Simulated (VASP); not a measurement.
# TiC18 in VASP: further runs

The runs below take TiC18 through single point, with PBE.

Everything below comes from runs of VASP 6.6.1. Logs are shortened: lines on timing, memory, paths and dates and some standing lists are left out, and cuts for length are marked.

## 1. The cell of the first run

The cell holds a slab with vacuum, 19 atoms: a = 7.398 Å, b = 7.398 Å, c = 11.000 Å, α = 90.00°, β = 90.00°, γ = 120.00°.

## 2. Single point, PBE, collinear spin

INCAR reads:

```
SYSTEM = TiC18
PREC     = Accurate       ! precision mode
ENCUT    = 520            ! plane-wave cutoff, eV
EDIFF    = 1E-6           ! SCF threshold, eV
ISMEAR   = -1             ! smearing method
SIGMA    = 0.05           ! smearing width, eV
LREAL    = Auto         
LASPH    = .True.         ! aspherical terms in the spheres
NELM     = 150            ! most SCF steps
ALGO     = Normal         ! electronic algorithm
ISIF     = 2              ! what is computed and relaxed
LWAVE    = .False.        ! write WAVECAR
LCHARG   = .True.         ! write CHGCAR
ISPIN    = 2              ! spin polarisation
MAGMOM   = 0 0 0 0 0 0 0 0 0 0 0 0 0 0 0 0 0 0 1.52 ! initial moments
LORBIT   = 11             ! projections on sites
LMAXMIX  = 4              ! l up to which the mixer works
GGA      = PE             ! functional
LELF     = .True.         ! ELF
LVHAR    = .True.       
NBANDS   = 61             ! bands
```

KPOINTS reads:

```
Automatic mesh
0
Gamma
  2 2 1
  0 0 0
```

POSCAR reads:

```
TiC18
1.0
    7.3980000000      0.0000000000      0.0000000000
   -3.6990000000      6.4068560000      0.0000000000
    0.0000000000      0.0000000000     11.0000000000
C Ti
18 1
Direct
    0.0006780548     -0.0011456477      0.0880043636
    0.2239434581      0.1109509875      0.0783413636
    0.0005077597      0.3316408235      0.0909779091
    0.2232004885      0.4431782141      0.0915338182
    0.0005703867      0.6642318791      0.0947708182
    0.2231534024      0.7757820685      0.0945820000
    0.3353062420     -0.0010955451      0.0868658182
    0.5582077170      0.1102578238      0.0905252727
    0.3351561079      0.3333479011      0.0876729091
    0.5569671460      0.4431786823      0.0914097273
    0.3346654136      0.6644881671      0.0946401818
    0.5562790224      0.7755537193      0.0936563636
    0.6677422220     -0.0015750315      0.0927352727
    0.8891136744      0.1102311336      0.0910652727
    0.6681563829      0.3316882727      0.0907866364
    0.8895215878      0.4420653438      0.0931510909
    0.6668389277      0.6644753683      0.0946725455
    0.8895619653      0.7756873262      0.0947559091
    0.1727081295      1.0003132582      0.2662165455
```

Potentials or basis: VASP PAW PBE potentials, release 64 (C, Ti_sv).

On the command line:

```sh
$ cat potpaw_PBE.64/C/POTCAR potpaw_PBE.64/Ti_sv/POTCAR > POTCAR
$ mpirun -np 1 vasp_std > vasp.out
```

OUTCAR:

```text
SYSTEM = TiC18
   PREC = Accurate
   ENCUT = 520
   EDIFF = 1E-6
   ISMEAR = -1
   LREAL = Auto
   LASPH = .True.
   NELM = 150
   ISIF = 2
   ISPIN = 2
   LORBIT = 11
   GGA = PE

 ion  position               nearest neighbor table
   1  0.001  0.999  0.088-  14 1.43  18 1.43   2 1.43  19 2.33
   2  0.224  0.111  0.078-   9 1.43   1 1.43   7 1.43  19 2.19
   3  0.001  0.332  0.091-  14 1.42  16 1.42   4 1.43
   4  0.223  0.443  0.092-  11 1.42   9 1.42   3 1.43
   5  0.001  0.664  0.095-  16 1.42  18 1.43   6 1.43
   6  0.223  0.776  0.095-   5 1.43  11 1.43   7 1.43
   7  0.335  0.999  0.087-   8 1.43   6 1.43   2 1.43  19 2.31
   8  0.558  0.110  0.091-  13 1.42  15 1.42   7 1.43
   9  0.335  0.333  0.088-   4 1.42  10 1.42   2 1.43
  10  0.557  0.443  0.091-  17 1.42   9 1.42  15 1.43
  11  0.335  0.664  0.095-   4 1.42  12 1.42   6 1.43
  12  0.556  0.776  0.094-  11 1.42  17 1.42  13 1.43
  13  0.668  0.998  0.093-  14 1.42   8 1.42  12 1.43
  14  0.889  0.110  0.091-  13 1.42   3 1.42   1 1.43
  15  0.668  0.332  0.091-  16 1.42   8 1.42  10 1.43
  16  0.890  0.442  0.093-  15 1.42   3 1.42   5 1.42
  17  0.667  0.664  0.095-  10 1.42  12 1.42  18 1.43
  18  0.890  0.776  0.095-   5 1.43  17 1.43   1 1.43
  19  0.173  0.000  0.266-   2 2.19   7 2.31   1 2.33

  LATTYP: Found a hexagonal cell.
 ALAT       =     7.3980000000
 C/A-ratio  =     1.4868883482

  Lattice vectors:

 A1 = (   7.3980000000,   0.0000000000,   0.0000000000)
 A2 = (  -3.6990000000,   6.4068560000,   0.0000000000)
 A3 = (   0.0000000000,   0.0000000000,  11.0000000000)

Analysis of symmetry for initial positions (statically):
=====================================================================
 Subroutine PRICEL returns:
 Original cell was already a primitive cell.

 Routine SETGRP: Setting up the symmetry group for a
 hexagonal supercell.

 Subroutine GETGRP returns: Found  1 space group operations
 (whereof  1 operations were pure point group operations)
 out of a pool of 24 trial point group operations.

The static configuration has the point symmetry C_1 .

Analysis of symmetry for dynamics (positions and initial velocities):
=====================================================================
 Subroutine PRICEL returns:
 Original cell was already a primitive cell.

 Routine SETGRP: Setting up the symmetry group for a
 hexagonal supercell.

 Subroutine GETGRP returns: Found  1 space group operations
 (whereof  1 operations were pure point group operations)
 out of a pool of 24 trial point group operations.

The dynamic configuration has the point symmetry C_1 .

Analysis of structural, dynamic, and magnetic symmetry:
=====================================================================
 Subroutine PRICEL returns:
 Original cell was already a primitive cell.

 Routine SETGRP: Setting up the symmetry group for a
 hexagonal supercell.

 Subroutine GETGRP returns: Found  1 space group operations
 (whereof  1 operations were pure point group operations)
 out of a pool of 24 trial point group operations.

The overall configuration has the point symmetry C_1 .

 Subroutine INISYM returns: Found  1 space group operations
 (whereof  1 operations are pure point group operations),
 and found     1 'primitive' translations

----------------------------------------------------------------------------------------

                                     Primitive cell

  volume of cell :     521.3771

  direct lattice vectors                    reciprocal lattice vectors
     7.398000000  0.000000000  0.000000000     0.135171668  0.078041398  0.000000000
    -3.699000000  6.406856000  0.000000000     0.000000000  0.156082796  0.000000000
     0.000000000  0.000000000 11.000000000     0.000000000  0.000000000  0.090909091

  length of vectors
     7.398000000  7.398000054 11.000000000     0.156082797  0.156082796  0.090909091
[... 73 lines left out ...]
  0.500000 -0.000000  0.000000      1.000000
  0.000000  0.500000  0.000000      1.000000
  0.500000  0.500000  0.000000      1.000000
   k-points           NKPTS =      4   k-points in BZ     NKDIM =      4   number of bands    NBANDS=     61
   number of dos      NEDOS =    301   number of ions     NIONS =     19
   total plane-waves  NPLWV = 263424
   dimension x,y,z NGX =    56 NGY =   56 NGZ =   84
   dimension x,y,z NGXF=   112 NGYF=  112 NGZF=  168
   ions per type =              18   1
   NGX,Y,Z   is equivalent  to a cutoff of  12.58, 12.58, 12.70 a.u.
   NGXF,Y,Z  is equivalent  to a cutoff of  25.17, 25.17, 25.39 a.u.
 SYSTEM =  TiC18
   PREC   = accura    normal or accurate (medium, high low for compatibility)
   ISTART =      0    job   : 0-new  1-cont  2-samecut
   ICHARG =      2    charge: 1-file 2-atom 10-const
   ISPIN  =      2    spin polarized calculation?
   LNONCOLLINEAR =      F non collinear calculations
   LSORBIT =      F    spin-orbit coupling
   LASPH  =      T    aspherical Exc in radial PAW
   ENCUT  =  520.0 eV  38.22 Ry    6.18 a.u.  13.76 13.76 20.45*2*pi/ulx,y,z
   NELM   =    150;   NELMIN=  2; NELMDL= -5     # of ELM steps
   EDIFF  = 0.1E-05   stopping-criterion for ELM
   LREAL  =      T    real-space projection
   EDIFFG = 0.1E-04   stopping-criterion for IOM
   NSW    =      0    number of steps for IOM
   IBRION =     -1    ionic relax: 0-MD 1-quasi-New 2-CG
   NFREE  =      0    steps in history (QN), initial steepest desc. (CG)
   ISIF   =      2    stress and relaxation
   ISYM   =      2    0-nonsym 1-usesym 2-fastsym
   POTIM  = 0.5000    time-step for ionic-motion
   TEBEG  =    0.0;   TEEND  =   0.0 temperature during run
   PSTRESS=    0.0 pullay stress
   NELECT =      84.0000    total number of electrons
   NUPDOWN=      -1.0000    fix difference up-down
   EMIN   =  10.00;   EMAX   =-10.00  energy-range for DOS
   EFERMI =   0.00;   METHOD = LEGACY
   ISMEAR =    -1;   SIGMA  =   0.05  broadening in eV -4-tet -1-fermi 0-gaus
   EFERMI_NEDOS =   21; number of points for ismear=-14 and -15
   IALGO  =     38    algorithm
   IMIX   =      4    mixing-type and parameters
     AMIX     =   0.40;   BMIX     =  1.00
     AMIX_MAG =   1.60;   BMIX_MAG =  1.00
  volume/ion in A,a.u.               =      27.44       185.18
  Fermi-wavevector in a.u.,A,eV,Ry     =   0.890808  1.683382 10.796743  0.793538
  Thomas-Fermi vector in A             =   2.012546
   LORBIT       =     11    0 simple, 1 ext, 2 COOP (PROOUT), +10 PAW based schemes
   GGA     = PE    functional components
   LHFCALC =     F    Hartree Fock is set to
   AEXX    =    0.0000 exact exchange contribution
   IVDW    =     0    specifies the selected vdW correction
   LEPSILON=     F    determine dielectric tensor
   LRPA    =     F    only Hartree local field effects (RPA)
 spin polarized calculation
  energy-cutoff  :      520.00
  volume of cell :      521.38
 maximum number of plane-waves:     14099
 NGX is ok and might be reduce to    56
   NGX = 27   NGY = 27   NGZ = 41

 number of electron      83.9999999 magnetization       2.9999598

 Free energy of the ion-electron system (eV)
  ---------------------------------------------------
  ext. energy  EPLUGINS =         0.00000000
  ---------------------------------------------------
  free energy    TOTEN  =      -169.99128143 eV

  energy without entropy =     -169.95457574  energy(sigma->0) =     -169.97292859

 E-fermi :  -0.3448     XC(G=0):  -4.4901

 val. band max:       -0.4264087669   @ k =   0.0000   0.0000   0.0000
 cond. band min:      -0.3299586068   @ k =   0.0000   0.5000   0.0000
 fundamental gap:      0.0964501601
 Fermi energy:        -0.3447580703

 spin component 1

 k-point     1 :       0.0000    0.0000    0.0000
  band No.  band energies     occupation
      1     -58.0735      1.00000
      2     -34.4814      1.00000
      3     -34.4264      1.00000
      4     -34.4216      1.00000
      5     -20.4005      1.00000
      6     -18.0031      1.00000
[... 217 lines left out ...]
     53       3.1854      0.00000
     54       3.4306      0.00000
 Fermi energy:        -0.3447580703

 spin component 2

 k-point     1 :       0.0000    0.0000    0.0000
  band No.  band energies     occupation
      1     -56.3571      1.00000
      2     -32.8245      1.00000
      3     -32.7158      1.00000
      4     -32.6168      1.00000
      5     -20.3789      1.00000
      6     -17.9619      1.00000
[... 217 lines left out ...]
     53       3.7714      0.00000
     54       4.0378      0.00000
 [bands above 54 left out]

------------------------ aborting loop because EDIFF is reached ----------------------------------------

  FORCE on cell =-STRESS in cart. coord.  units (eV):
  Direction    XX          YY          ZZ          XY          YZ          ZX
  --------------------------------------------------------------------------------------
  -------------------------------------------------------------------------------------
  Total        4.8179324      4.5167783     -0.2000835      0.0166385     -1.3405265     -0.0688786
  in kB       14.8053714     13.8799334     -0.6148510      0.0511296     -4.1194006     -0.2116621
  external PRESSURE =       9.3568179 kB  Pullay stress =       0.0000000 kB

 VOLUME and BASIS-vectors are now :
 -----------------------------------------------------------------------------
  energy-cutoff  :      520.00
  volume of cell :      521.38
      direct lattice vectors                 reciprocal lattice vectors
     7.398000000  0.000000000  0.000000000     0.135171668  0.078041398  0.000000000
    -3.699000000  6.406856000  0.000000000     0.000000000  0.156082796  0.000000000
     0.000000000  0.000000000 11.000000000     0.000000000  0.000000000  0.090909091

 POSITION                                       TOTAL-FORCE (eV/Angst)
 -----------------------------------------------------------------------------------
     -3.68975      6.39952      0.96805        -0.007901      0.040558     -0.024889
      1.24633      0.71085      0.86175         0.009097      0.054846     -0.008719
     -1.22298      2.12477      1.00076         0.007730      0.035431      0.001242
      0.01192      2.83938      1.00687         0.003002      0.041881     -0.000476
     -2.45277      4.25564      1.04248         0.005543      0.038581      0.042821
     -1.21873      4.97032      1.04040         0.001417      0.038325      0.025971
[... 11 lines left out ...]
      3.71171      4.96972      1.04232        -0.007245      0.037109      0.031384
      1.27654      0.00201      2.92838        -0.042366     -0.690959     -0.032062
 -----------------------------------------------------------------------------------
    total drift:                               -0.017442     -0.006927     -0.001195

  FREE ENERGIE OF THE ION-ELECTRON SYSTEM (eV)
  ---------------------------------------------------
  free  energy   TOTEN  =      -169.9912814342 eV

  energy  without entropy=     -169.9545757384  energy(sigma->0) =     -169.97292859

 total charge

# of ion       s       p       d       tot
------------------------------------------
    1        0.856   1.798   0.000   2.655
    2        0.858   1.809   0.000   2.667
    3        0.862   1.795   0.000   2.657
    4        0.861   1.794   0.000   2.655
    5        0.861   1.789   0.000   2.650
    6        0.859   1.785   0.000   2.643
[... 11 lines left out ...]
   18        0.859   1.785   0.000   2.644
   19        2.145   6.000   2.114  10.259
--------------------------------------------------
tot         17.633  38.289   2.114  58.036

 magnetization (x)

# of ion       s       p       d       tot
------------------------------------------
    1        0.000   0.005   0.000   0.005
    2        0.000   0.011   0.000   0.012
    3        0.001   0.013   0.000   0.013
    4        0.000   0.003   0.000   0.004
    5        0.001   0.010   0.000   0.012
    6        0.000   0.000   0.000   0.001
[... 11 lines left out ...]
   18        0.001   0.001   0.000   0.001
   19        0.096   0.017   1.735   1.848
--------------------------------------------------
tot          0.103   0.075   1.735   1.912
```

It took 13 min on 1 thread of Intel Xeon 6975P-C (Granite Rapids), shared host; peak memory 0.83 GiB.

Results:

| Quantity | Value |
| --- | --- |
| Free energy | -169.9913 eV |
| Largest force | 0.693 eV/Å |
| Net moment | 3.00 μB per cell |
| Site moments | C +0.01, +0.00, -0.00, -0.01 (each value once); Ti +1.85 μB |
| Valence electrons inside the program's atomic spheres | C 2.65, 2.67, 2.66, 2.64 (each value once); Ti 10.26 |

Forces in eV/Å, atoms in the order of the input:
```
C   -0.008  0.041 -0.025
C    0.009  0.055 -0.009
C    0.008  0.035  0.001
C    0.003  0.042  0.000
C    0.006  0.039  0.043
C    0.001  0.038  0.026
C    0.012  0.042 -0.018
C    0.004  0.037 -0.018
C    0.002  0.049 -0.005
C   -0.001  0.038 -0.004
C    0.010  0.032  0.011
C   -0.001  0.032 -0.002
C    0.000  0.038 -0.014
C    0.004  0.039 -0.008
C    0.003  0.035 -0.005
C    0.003  0.031  0.018
C   -0.006  0.030  0.011
C   -0.007  0.037  0.031
Ti  -0.042 -0.691 -0.032
```

Caveat: the k points lie up to 0.49 Å⁻¹ apart.

(Continued in part 2 of 2.)
